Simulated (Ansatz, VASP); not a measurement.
**Ta: VASP beside Ansatz**

The input INCAR:

```
SYSTEM = Ta
PREC = Accurate
ENCUT = 520
EDIFF = 1E-7
ISMEAR = 0
SIGMA = 0.15
LREAL = .FALSE.
LASPH = .TRUE.
NELM = 100
ALGO = Normal
ISIF = 2
LWAVE = .FALSE.
LCHARG = .FALSE.
GGA = PS
NBANDS = 12
```

The input KPOINTS:

```
regular mesh
0
G
  20 20 20
  0 0 0
```

POSCAR

```
Ta
1.0
   -1.7008184000      1.7008184000      1.7008184000
    1.7008184000     -1.7008184000      1.7008184000
    1.7008184000      1.7008184000     -1.7008184000
Ta
1
Direct
    0.0000000000      0.0000000000      0.0000000000
```

Input for Ansatz:

```yaml
crystal:
  lattice:
    - [-1.7008184, 1.7008184, 1.7008184]
    - [1.7008184, -1.7008184, 1.7008184]
    - [1.7008184, 1.7008184, -1.7008184]
  atoms:
    - { symbol: Ta, position: [0.0, 0.0, 0.0] }
basis:
  ecutwfc: 420
kpoints:
  mp_grid: { grid: [20, 20, 20] }
hamiltonian:
  xc: pbesol
scf:
  occupations: { method: gaussian, width: 0.15 }
output:
  forces: true
  stress: true
  eigenvalues: true
```

Change from the starting cell: strain +0.030 along x and y, +0.030 along z, atoms carried along.

Alike in both runs: task single point; functional PBEsol; k mesh 20 × 20 × 20; occupations gaussian, width 0.15 eV; no spin polarisation.

|  | VASP | Ansatz |
| --- | --- | --- |
| version | VASP 6.6.1 | Ansatz 0.2.0 |
| potentials or method | VASP PAW PBE potentials, release 64 (Ta_pv), cutoff 520 eV | scalar-relativistic, plane waves, PAW |
| valence electrons in the cell | 11 | 13 |

Ansatz gave:

```
gap on the k mesh at the Fermi level (eV) : none
pressure (GPa)                            : -18.3
```

Task: Estimate VASP's values.

Result: gap on the k mesh at the Fermi level (eV): none; pressure (GPa): -18.2.

VASP's potentials were made for PBE, not for PBEsol. A gap of «none» marks a metal or a gap that the smearing closes. With one functional, cell and mesh, what is left measures potentials, basis and numerics. VASP's potentials hold 11 valence electrons a cell and Ansatz's 13, so a difference there can come from the potentials and not from the codes.

Neither program's run includes spin-orbit coupling.
